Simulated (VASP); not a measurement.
# NaF (P3_212) in VASP: a series of runs

Runs on NaF. Level: PBE. Tasks: relaxation of cell and atoms.

All numbers are computed with VASP 6.6.1; they aren't measurements. Logs are shortened: lines on timing, memory, paths and dates and some standing lists are left out, and cuts for length are marked.

## 1. The cell of the first run

Symmetry: P3_212, No. 153, trigonal system. The conventional cell has a = 3.719 Å, b = 3.719 Å, c = 6.080 Å, α = 90.00°, β = 90.00°, γ = 120.00°. Within 2.8 Å of Na (site symmetry 2) lie 5 F at 2.09 to 2.28 Å and 4 Na at 2.72 to 2.79 Å. Within 2.8 Å of F (site symmetry 2) lie 5 Na at 2.09 to 2.28 Å and 4 F at 2.72 to 2.79 Å.

The cell was built from a structure type or drawn by symmetry, and may not be a known phase.

## 2. Relaxation of cell and atoms, PBE

INCAR

```
SYSTEM = NaF
ALGO     = Normal         ! electronic algorithm
EDIFF    = 1E-6           ! SCF threshold, eV
EDIFFG   = -0.04          ! ionic threshold
ENCUT    = 600            ! plane-wave cutoff, eV
GGA      = PE             ! functional
IBRION   = 2              ! ionic algorithm
ISIF     = 3              ! what is computed and relaxed
ISMEAR   = 0              ! smearing method
LASPH    = .True.         ! aspherical terms in the spheres
LCHARG   = .False.        ! write CHGCAR
LREAL    = .False.        ! projectors in reciprocal space
LWAVE    = .False.        ! write WAVECAR
NELM     = 60             ! most SCF steps
NSW      = 90             ! ionic steps
PREC     = Accurate       ! precision mode
SIGMA    = 0.1            ! smearing width, eV
```

KPOINTS

```
k-points
0
Gamma
  6 6 4
  0 0 0
```

POSCAR

```
NaF
1.0
    3.7193872900      0.0000000000      0.0000000000
   -1.8596936500      3.2210838800      0.0000000000
    0.0000000000      0.0000000000      6.0799109500
Na F
3 3
Direct
    0.1620798500      0.8379201500      0.6666666700
    0.1620798500      0.3241597000      0.3333333300
    0.6758403000      0.8379201500      0.0000000000
    0.8379201500      0.1620798500      0.6666666700
    0.8379201500      0.6758403000      0.3333333300
    0.3241597000      0.1620798500      0.0000000000
```

Potentials or basis: VASP PAW PBE potentials, release 64 (Na_pv, F).

Command:

```console
cat potpaw_PBE.64/Na_pv/POTCAR potpaw_PBE.64/F/POTCAR > POTCAR
mpirun -np 1 vasp_std > vasp.out
```

OUTCAR:

```text
SYSTEM = NaF
   EDIFF = 1E-6
   EDIFFG = -0.04
   ENCUT = 600
   GGA = PE
   IBRION = 2
   ISIF = 3
   ISMEAR = 0
   LASPH = .True.
   LREAL = .False.
   NELM = 60
   NSW = 90
   PREC = Accurate

 ion  position               nearest neighbor table
   1  0.162  0.838  0.667-   4 2.09   4 2.18   4 2.18   6 2.28   5 2.28   3 2.72   2 2.72   3 2.79
                             2 2.79
   2  0.162  0.324  0.333-   5 2.09   5 2.18   5 2.18   6 2.28   4 2.28   3 2.72   1 2.72   3 2.79
                             1 2.79
   3  0.676  0.838  0.000-   6 2.09   6 2.18   6 2.18   4 2.28   5 2.28   2 2.72   1 2.72   2 2.79
                             1 2.79
   4  0.838  0.162  0.667-   1 2.09   1 2.18   1 2.18   3 2.28   2 2.28
   5  0.838  0.676  0.333-   2 2.09   2 2.18   2 2.18   3 2.28   1 2.28
   6  0.324  0.162  0.000-   3 2.09   3 2.18   3 2.18   1 2.28   2 2.28

  LATTYP: Found a hexagonal cell.
 ALAT       =     3.7193872900
 C/A-ratio  =     1.6346539029

  Lattice vectors:

 A1 = (   3.7193872900,   0.0000000000,   0.0000000000)
 A2 = (  -1.8596936500,   3.2210838800,   0.0000000000)
 A3 = (   0.0000000000,   0.0000000000,   6.0799109500)

Analysis of symmetry for initial positions (statically):
=====================================================================
 Subroutine PRICEL returns:
 Original cell was already a primitive cell.

 Routine SETGRP: Setting up the symmetry group for a
 hexagonal supercell.

 Subroutine GETGRP returns: Found  6 space group operations
 (whereof  2 operations were pure point group operations)
 out of a pool of 24 trial point group operations.

The static configuration has the point symmetry C_2 .
 The point group associated with its full space group is D_3 .

Analysis of symmetry for dynamics (positions and initial velocities):
=====================================================================
 Subroutine PRICEL returns:
 Original cell was already a primitive cell.

 Routine SETGRP: Setting up the symmetry group for a
 hexagonal supercell.

 Subroutine GETGRP returns: Found  6 space group operations
 (whereof  2 operations were pure point group operations)
 out of a pool of 24 trial point group operations.

The dynamic configuration has the point symmetry C_2 .
 The point group associated with its full space group is D_3 .

 Subroutine INISYM returns: Found  6 space group operations
 (whereof  2 operations are pure point group operations),
 and found     1 'primitive' translations

----------------------------------------------------------------------------------------

                                     Primitive cell

  volume of cell :      72.8401

[... 88 lines left out ...]
   ICHARG =      2    charge: 1-file 2-atom 10-const
   ISPIN  =      1    spin polarized calculation?
   LNONCOLLINEAR =      F non collinear calculations
   LSORBIT =      F    spin-orbit coupling
   LASPH  =      T    aspherical Exc in radial PAW
   ENCUT  =  600.0 eV  44.10 Ry    6.64 a.u.   7.43  7.43 12.14*2*pi/ulx,y,z
   NELM   =     60;   NELMIN=  2; NELMDL= -5     # of ELM steps
   EDIFF  = 0.1E-05   stopping-criterion for ELM
   LREAL  =      F    real-space projection
   EDIFFG = -.4E-01   stopping-criterion for IOM
   NSW    =     90    number of steps for IOM
   IBRION =      2    ionic relax: 0-MD 1-quasi-New 2-CG
   NFREE  =      1    steps in history (QN), initial steepest desc. (CG)
   ISIF   =      3    stress and relaxation
   ISYM   =      2    0-nonsym 1-usesym 2-fastsym
   POTIM  = 0.5000    time-step for ionic-motion
   TEBEG  =    0.0;   TEEND  =   0.0 temperature during run
   PSTRESS=    0.0 pullay stress
   NELECT =      42.0000    total number of electrons
   NUPDOWN=      -1.0000    fix difference up-down
   EMIN   =  10.00;   EMAX   =-10.00  energy-range for DOS
   EFERMI =   0.00;   METHOD = LEGACY
   ISMEAR =     0;   SIGMA  =   0.10  broadening in eV -4-tet -1-fermi 0-gaus
   EFERMI_NEDOS =   21; number of points for ismear=-14 and -15
   IALGO  =     38    algorithm
   IMIX   =      4    mixing-type and parameters
     AMIX     =   0.40;   BMIX     =  1.00
     AMIX_MAG =   1.60;   BMIX_MAG =  1.00
  volume/ion in A,a.u.               =      12.14        81.92
  Fermi-wavevector in a.u.,A,eV,Ry     =   1.362598  2.574937 25.261570  1.856673
  Thomas-Fermi vector in A             =   2.489074
   LORBIT       =      0    0 simple, 1 ext, 2 COOP (PROOUT), +10 PAW based schemes
   GGA     = PE    functional components
   LHFCALC =     F    Hartree Fock is set to
   AEXX    =    0.0000 exact exchange contribution
   IVDW    =     0    specifies the selected vdW correction
   LEPSILON=     F    determine dielectric tensor
   LRPA    =     F    only Hartree local field effects (RPA)
 conjugate gradient relaxation of ions
 non-spin polarized calculation
 Gauss-broadening in eV      SIGMA  =   0.10
  energy-cutoff  :      600.00
  volume of cell :       72.84
 maximum number of plane-waves:      2472
 NGX is ok and might be reduce to    30
   NGX = 15   NGY = 15   NGZ = 25

--------------------------------------- Ionic step        1  -------------------------------------------

 number of electron      41.9999985 magnetization

 Free energy of the ion-electron system (eV)
  ---------------------------------------------------
  ext. energy  EPLUGINS =         0.00000000
  ---------------------------------------------------
  free energy    TOTEN  =       -24.04330858 eV

  energy without entropy =      -24.04330858  energy(sigma->0) =      -24.04330858

------------------------ aborting loop because EDIFF is reached ----------------------------------------

  FORCE on cell =-STRESS in cart. coord.  units (eV):
  Direction    XX          YY          ZZ          XY          YZ          ZX
  --------------------------------------------------------------------------------------
  -------------------------------------------------------------------------------------
  Total        4.2160761      4.2160761      5.9935483     -0.0000000      0.0000000      0.0000000
  in kB       92.7360015     92.7360015    131.8329398     -0.0000001      0.0000000      0.0000000
  external PRESSURE =     105.7683143 kB  Pullay stress =       0.0000000 kB
[... 267 lines left out ...]
--------------------------------------- Ionic step        8  -------------------------------------------

 number of electron      42.0000003 magnetization

 Free energy of the ion-electron system (eV)
  ---------------------------------------------------
  ext. energy  EPLUGINS =         0.00000000
  ---------------------------------------------------
  free energy    TOTEN  =       -24.59396709 eV

  energy without entropy =      -24.59396709  energy(sigma->0) =      -24.59396709

 E-fermi :  -1.8872     XC(G=0):  -8.1423

 val. band max:       -2.3706716449   @ k =   0.0000   0.0000   0.0000
 cond. band min:       2.4915898685   @ k =   0.0000   0.0000   0.0000
 fundamental gap:      4.8622615134
 Fermi energy:        -1.8871875598

 k-point     1 :       0.0000    0.0000    0.0000
  band No.  band energies     occupation
      1     -22.4796      2.00000
      2     -22.4795      2.00000
      3     -22.3629      2.00000
      4     -22.3538      2.00000
      5     -22.3141      2.00000
      6     -22.3141      2.00000
[... 694 lines left out ...]
  FREE ENERGIE OF THE ION-ELECTRON SYSTEM (eV)
  ---------------------------------------------------
  free  energy   TOTEN  =       -24.5939670896 eV

  energy  without entropy=      -24.5939670896  energy(sigma->0) =      -24.59396709

 reached required accuracy - stopping structural energy minimisation
```

OSZICAR:

```text
N       E                     dE             d eps       ncg     rms          rms(c)
DAV:   1     0.586628863320E+03    0.58663E+03   -0.25228E+04  1200   0.240E+03
DAV:   2     0.304198819140E+02   -0.55621E+03   -0.54358E+03  1433   0.623E+02
DAV:   3    -0.254708108014E+02   -0.55891E+02   -0.55757E+02  1244   0.203E+02
DAV:   4    -0.273199424419E+02   -0.18491E+01   -0.18471E+01  1446   0.399E+01
[... 77 lines left out ...]
DAV:   2    -0.245955194642E+02    0.41749E-02   -0.33513E-02  1218   0.167E+00    0.301E-01
DAV:   3    -0.245942877382E+02    0.12317E-02   -0.18868E-03  1586   0.619E-01    0.131E-01
DAV:   4    -0.245939728935E+02    0.31484E-03   -0.41860E-04  1625   0.342E-01    0.243E-02
DAV:   5    -0.245939673101E+02    0.55834E-05   -0.12591E-04  1388   0.129E-01    0.916E-03
DAV:   6    -0.245939670896E+02    0.22053E-06   -0.72296E-06  1483   0.361E-02
   8 F= -.24593967E+02 E0= -.24593967E+02  d E =-.762069E-02
```

CONTCAR:

```text
NaF
   1.00000000000000
     3.8239860533284888   -0.0000000001294361   -0.0000000000000000
    -1.9119930319169522    3.3116690663369464    0.0000000000000000
     0.0000000000000000    0.0000000000000000    7.1691742667428500
  Na              F
     3     3
Direct
     0.1631508204943942    0.8368491795059733    0.6666666699999979
     0.1631508204946827    0.3263016409887167    0.3333333300000021
     0.6736983590109161    0.8368491795053172    0.0000000000000000
     0.8354851633129409    0.1645148366866663    0.6666666699999979
     0.8354851633126326    0.6709703266259591    0.3333333300000021
     0.3290296733744334    0.1645148366873674    0.0000000000000000

  0.00000000E+00  0.00000000E+00  0.00000000E+00
  0.00000000E+00  0.00000000E+00  0.00000000E+00
  0.00000000E+00  0.00000000E+00  0.00000000E+00
  0.00000000E+00  0.00000000E+00  0.00000000E+00
  0.00000000E+00  0.00000000E+00  0.00000000E+00
  0.00000000E+00  0.00000000E+00  0.00000000E+00
```

It took 2.4 min on 1 thread of Intel Xeon 6975P-C (Granite Rapids), shared host; peak memory 0.21 GiB.

Results:

| Property | Result |
| --- | --- |
| Free energy | -24.5940 eV |
| Relaxed volume | 15.13 Å³/atom |
| Relaxed cell | a = 3.824 Å, b = 3.824 Å, c = 7.169 Å, α = 90.00°, β = 90.00°, γ = 120.00° |
| Space group after relaxing (to 0.1 Å) | P3_212 (No. 153) |
| Energy gained by relaxing | 91.8 meV/atom |
| Ionic steps | 8 |
| Pressure after relaxing | -0.2 GPa |
| Largest force after relaxing | 0.008 eV/Å |
| Band gap on the k mesh | 4.86 eV |

Forces on the atoms (eV/Å):
```
Na   0.006 -0.003  0.000
Na   0.000  0.007  0.000
Na  -0.006 -0.003  0.000
F   -0.007  0.004  0.000
F    0.000 -0.008  0.000
F    0.007  0.004  0.000
```

The path:
| step | energy change (eV) | largest force (eV/Å) | pressure (GPa) | volume (Å³) |
| --- | --- | --- | --- | --- |
| 1 | 0.0000 | 0.3268 | 10.58 | 72.84 |
| 2 | -0.3820 | 0.0380 | 3.07 | 81.61 |
| 3 | -0.4390 | 0.1329 | 0.52 | 86.26 |
| 4 | -0.4421 | 0.1551 | -0.13 | 87.68 |
| 5 | -0.4859 | 0.0953 | -0.12 | 88.25 |
| 6 | -0.5430 | 0.1458 | 0.23 | 89.76 |
| 7 | -0.5502 | 0.0471 | -0.03 | 90.48 |
| 8 | -0.5507 | 0.0077 | -0.20 | 90.79 |

Final structure:
```yaml
crystal:
  lattice:
    - [3.82399, 0.00000, 0.00000]
    - [-1.91199, 3.31167, 0.00000]
    - [0.00000, 0.00000, 7.16917]
  atoms:
    - { symbol: Na, position: [0.16315, 0.83685, 0.66667] }
    - { symbol: Na, position: [0.16315, 0.32630, 0.33333] }
    - { symbol: Na, position: [0.67370, 0.83685, 0.00000] }
    - { symbol: F, position: [0.83549, 0.16451, 0.66667] }
    - { symbol: F, position: [0.83549, 0.67097, 0.33333] }
    - { symbol: F, position: [0.32903, 0.16451, 0.00000] }
```

Levels at points of the mesh, in eV from the valence-band top:
| k point | band 18 | band 19 | band 20 | band 21 | band 22 | band 23 | band 24 | band 25 |
| --- | --- | --- | --- | --- | --- | --- | --- | --- |
| (0.00, 0.00, 0.00) | -0.61 | -0.52 | -0.52 | 0.00 | 4.86 | 8.33 | 8.33 | 14.66 |
| (0.50, 0.00, 0.00) | -0.65 | -0.61 | -0.35 | -0.24 | 8.50 | 8.83 | 10.05 | 10.33 |
| (0.00, 0.00, 0.50) | -0.68 | -0.45 | -0.45 | -0.42 | 5.96 | 5.96 | 11.20 | 11.23 |
| (0.50, 0.00, 0.50) | -0.68 | -0.56 | -0.39 | -0.15 | 8.84 | 8.89 | 9.50 | 9.84 |

Caveat: the volume moved by over 15 % at a fixed basis, so the end points are rough.

## 3. Relaxation of cell and atoms, PBE

This run uses another cell than the first one, of 15.49 Å³/atom.

INCAR

```
SYSTEM = NaF
ALGO = Normal ; EDIFF = 1E-6
EDIFFG = -0.01 ; ENCUT = 600
GGA = PE ; IBRION = 2
ISIF = 3 ; ISMEAR = 0
LASPH = .True. ; LCHARG = .False.
LREAL = .False. ; LWAVE = .False.
NELM = 100 ; NSW = 100
PREC = Accurate ; SIGMA = 0.02
```

KPOINTS is that of step 2.

POSCAR

```
NaF
1.0
    3.8085309178      0.0000000000      0.0000000000
   -1.9042654589      3.2982845260      0.0000000000
    0.0000000000      0.0000000000      7.4001015662
Na F
3 3
Direct
    0.1637248621      0.8362751379      0.6666666667
    0.1637248621      0.3274497242      0.3333333333
    0.6725502758      0.8362751379      0.0000000000
    0.8354823857      0.1645176143      0.6666666667
    0.8354823857      0.6709647714      0.3333333333
    0.3290352286      0.1645176143      0.0000000000
```

Potentials or basis: VASP PAW PBE potentials, release 64 (Na_pv, F).

Command:

```console
cat potpaw_PBE.64/Na_pv/POTCAR potpaw_PBE.64/F/POTCAR > POTCAR
mpirun -np 1 vasp_std > vasp.out
```

Wall time 33 s (1 thread of Intel Xeon 6975P-C (Granite Rapids), shared host); peak memory 0.23 GiB.

The run converged. Its results:

| Quantity | Value |
| --- | --- |
| Free energy | -24.6486 eV |
| Pressure after relaxing | 0.0 GPa |
| Largest force after relaxing | 0.007 eV/Å |
| Band gap on the k mesh | 4.85 eV |

Forces on the atoms (eV/Å):
```
Na   0.002 -0.001  0.000
Na   0.000  0.002  0.000
Na  -0.002 -0.001  0.000
F   -0.006  0.004  0.000
F    0.000 -0.007  0.000
F    0.006  0.004  0.000
```

Stress tensor (GPa, compression positive):
```
-0.05  0.00  0.00
 0.00 -0.05  0.00
 0.00  0.00  0.06
```

Final structure:
```xyz
6
Lattice="3.8085 0.0000 0.0000 -1.9043 3.2983 0.0000 0.0000 0.0000 7.4001" Properties=species:S:1:pos:R:3 pbc="T T T"
Na   -0.9689    2.7583    4.9334
Na    0.0000    1.0800    2.4667
Na    0.9689    2.7583    0.0000
F     2.8687    0.5426    4.9334
F     1.9043    2.2130    2.4667
F     0.9399    0.5426    0.0000
```

Levels at points of the mesh, in eV from the valence-band top:
```tsv
k point	band 18	band 19	band 20	band 21	band 22	band 23	band 24	band 25
(0.00, 0.00, 0.00)	-0.58	-0.51	-0.51	0.00	4.85	8.16	8.16	14.17
(0.50, 0.00, 0.00)	-0.62	-0.60	-0.34	-0.25	8.52	8.82	9.93	10.26
(0.00, 0.00, 0.50)	-0.64	-0.43	-0.43	-0.42	5.88	5.88	10.89	11.03
(0.50, 0.00, 0.50)	-0.65	-0.54	-0.39	-0.16	8.83	8.88	9.46	9.73
```

Caveat: the relaxation stopped at its first step, so nothing moved.
